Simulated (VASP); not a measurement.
# CoO (R3m) in VASP: notebook, part 2 of 2

VASP 6.6.1. Earlier steps stand in the parts before.

## 3. Single point, PBEsol+U, collinear spin, antiferromagnetic start

This run uses another cell than the first one, of 12.32 Å³/atom.

Contents of INCAR:

```
PREC = Accurate ; ENCUT = 520
EDIFF = 1E-6 ; ISMEAR = 1
SIGMA = 0.1 ; LREAL = F
LASPH = T ; NELM = 150
ALGO = Normal ; ISIF = 2
LWAVE = F ; LCHARG = F
ISPIN = 2 ; MAGMOM = 1.8 -1.8 0 0
LORBIT = 11 ; LMAXMIX = 4
LDAU = T ; LDAUTYPE = 2
LDAUL = 2 -1 ; LDAUU = 4.5 0
LDAUJ = 0 0 ; LDAUPRINT = 1
GGA = PS ; NBANDS = 27
```

Contents of KPOINTS:

```
Automatic mesh
0
Gamma
  8 8 8
```

Contents of POSCAR:

```
CoO
1.0
    1.6438545968      0.9490776898      5.2663223614
   -1.6438545968      0.9490776898      5.2663223614
    0.0000000000     -1.8981553797      5.2663223614
Co O
2 2
Direct
    0.9994900000      0.9994900000      0.9994900000
    0.4994900000      0.4994900000      0.4994900000
    0.3755000000      0.3755000000      0.3755000000
    0.8755300000      0.8755300000      0.8755300000
```

Potentials or basis: VASP PAW PBE potentials, release 64 (Co, O).

Run with:

```sh
$ cat potpaw_PBE.64/Co/POTCAR potpaw_PBE.64/O/POTCAR > POTCAR
$ mpirun -np 1 vasp_std > vasp.out
```

OUTCAR:

```text
PREC = Accurate
   ENCUT = 520
   EDIFF = 1E-6
   ISMEAR = 1
   LREAL = F
   LASPH = T
   NELM = 150
   ISIF = 2
   ISPIN = 2
   LORBIT = 11
   GGA = PS

 ion  position               nearest neighbor table
   1  0.999  0.999  0.999-   4 1.96   3 2.01   3 2.01   3 2.01
   2  0.499  0.499  0.499-   3 1.96   4 2.01   4 2.01   4 2.01
   3  0.376  0.376  0.376-   2 1.96   1 2.01   1 2.01   1 2.01
   4  0.876  0.876  0.876-   1 1.96   2 2.01   2 2.01   2 2.01

  LATTYP: Found a trigonal (rhomboedric) cell.
 ALAT       =     5.5979601294
 COS(alpha) =     0.8275365003
[... 1740 lines left out ...]
  volume of cell :       49.30
      direct lattice vectors                 reciprocal lattice vectors
     1.643854597  0.949077690  5.266322361     0.304163155  0.175609087  0.063295277
    -1.643854597  0.949077690  5.266322361    -0.304163155  0.175609087  0.063295277
     0.000000000 -1.898155380  5.266322361     0.000000000 -0.351218174  0.063295277

 POSITION                                       TOTAL-FORCE (eV/Angst)
 -----------------------------------------------------------------------------------
      0.00000     -0.00000     15.79091         0.000000     -0.000000      0.092445
      0.00000     -0.00000      7.89143         0.000000     -0.000000      0.090641
      0.00000     -0.00000      5.93251         0.000000      0.000000     -0.087772
      0.00000     -0.00000     13.83247         0.000000      0.000000     -0.095314
 -----------------------------------------------------------------------------------
    total drift:                                0.000000      0.000195      0.000050

  FREE ENERGIE OF THE ION-ELECTRON SYSTEM (eV)
  ---------------------------------------------------
  free  energy   TOTEN  =       -25.1506694036 eV

  energy  without entropy=      -25.1510922378  energy(sigma->0) =      -25.15081035

 total charge

# of ion       s       p       d       tot
------------------------------------------
    1        0.344   0.411   7.145   7.900
    2        0.344   0.410   7.145   7.900
    3        1.541   3.438   0.000   4.979
    4        1.541   3.438   0.000   4.979
--------------------------------------------------
tot          3.770   7.696  14.290  25.757

 magnetization (x)

# of ion       s       p       d       tot
------------------------------------------
    1        0.016   0.041   2.633   2.690
    2       -0.016  -0.041  -2.633  -2.690
    3        0.006   0.061   0.000   0.067
    4       -0.006  -0.061   0.000  -0.067
--------------------------------------------------
tot          0.000   0.000  -0.000  -0.000
```

OSZICAR:

```text
N       E                     dE             d eps       ncg     rms          rms(c)
DAV:   1     0.253531456942E+03    0.25353E+03   -0.13480E+04  7028   0.128E+03
DAV:   2     0.377582149552E+01   -0.24976E+03   -0.22295E+03  7253   0.303E+02
DAV:   3    -0.247998322746E+02   -0.28576E+02   -0.27266E+02  7819   0.118E+02
DAV:   4    -0.254390026632E+02   -0.63917E+00   -0.63678E+00  7663   0.183E+01
DAV:   5    -0.254572576305E+02   -0.18255E-01   -0.18252E-01  9397   0.291E+00    0.242E+01
DAV:   6    -0.244696684736E+02    0.98759E+00   -0.41484E+01  9351   0.972E+01    0.279E+01
DAV:   7    -0.240926611046E+02    0.37701E+00   -0.86502E+00  7528   0.535E+01    0.120E+01
DAV:   8    -0.248116617703E+02   -0.71900E+00   -0.14840E+00 10275   0.112E+01    0.747E+00
DAV:   9    -0.250909866645E+02   -0.27932E+00   -0.26593E-01 10665   0.961E+00    0.119E+00
DAV:  10    -0.251421618691E+02   -0.51175E-01   -0.12353E-01 10308   0.532E+00    0.596E-01
DAV:  11    -0.251481829420E+02   -0.60211E-02   -0.26830E-02  9632   0.239E+00    0.374E-01
DAV:  12    -0.251504159161E+02   -0.22330E-02   -0.26565E-03  8453   0.781E-01    0.129E-01
DAV:  13    -0.251505316695E+02   -0.11575E-03   -0.58554E-04  7791   0.232E-01    0.750E-02
DAV:  14    -0.251506514150E+02   -0.11975E-03   -0.18521E-04  9496   0.154E-01    0.363E-02
DAV:  15    -0.251506659213E+02   -0.14506E-04   -0.48327E-05  7986   0.585E-02    0.152E-02
DAV:  16    -0.251506677827E+02   -0.18613E-05   -0.10223E-05  8111   0.378E-02    0.560E-03
DAV:  17    -0.251506688398E+02   -0.10571E-05   -0.18240E-06  5188   0.207E-02    0.345E-03
DAV:  18    -0.251506694036E+02   -0.56376E-06   -0.16085E-06  3874   0.126E-02
   1 F= -.25150669E+02 E0= -.25150810E+02  d E =0.422834E-03  mag=    -0.0000
```

stdout:

```text
POSCAR found type information on POSCAR CoO
 POSCAR found :  2 types and       4 ions
 scaLAPACK will be used
 -----------------------------------------------------------------------------
|                                                                             |
|                                                                             |
|     You enforced a specific xc type in the INCAR file but a different       |
|     I HOPE YOU KNOW WHAT YOU ARE DOING!                                     |
|                                                                             |
 -----------------------------------------------------------------------------

 LDA part: xc-table for (Slater+PW92), standard interpolation
 POSCAR, INCAR and KPOINTS ok, starting setup
 FFT: planning ... GRIDC
 FFT: planning ... GRID_SOFT
 FFT: planning ... GRID
 WAVECAR not read
 entering main loop
```

It took 8 min on 1 thread of Intel Xeon Platinum 8259CL at 2.50GHz (Skylake/Cascade Lake), shared host; peak memory 0.38 GiB.

Results:

```
Free energy                                           : -25.1507 eV
Pressure                                              : -7.6 GPa
Largest force                                         : 0.095 eV/Å
Band gap on the k mesh                                : 1.18 eV
Net moment                                            : 0.00 μB per cell
Site moments                                          : Co +2.69, -2.69; O +0.07, -0.07 μB
Valence electrons inside the program's atomic spheres : Co 7.90; O 4.98
```

Forces on the atoms (eV/Å):
```
Co   0.000  0.000  0.092
Co   0.000  0.000  0.091
O    0.000  0.000 -0.088
O    0.000  0.000 -0.095
```

Stress tensor (GPa, compression positive):
```
-8.28  0.00  0.00
 0.00 -8.28  0.00
 0.00  0.00 -6.35
```

Eigenvalues of the final occupation matrices:
```tsv
site	spin	trace	eigenvalues
site 1 d	1	4.90	0.97 0.97 0.98 0.99 0.99
site 1 d	2	2.27	0.11 0.11 0.13 0.96 0.96
site 2 d	1	2.27	0.11 0.11 0.13 0.96 0.96
site 2 d	2	4.90	0.97 0.97 0.98 0.99 0.99
```

Caveat: the cell stands under tension; the PAW data sets were made with another functional, which shifts forces and pressure a little. The state reached can hang on the start; a lower one may exist.
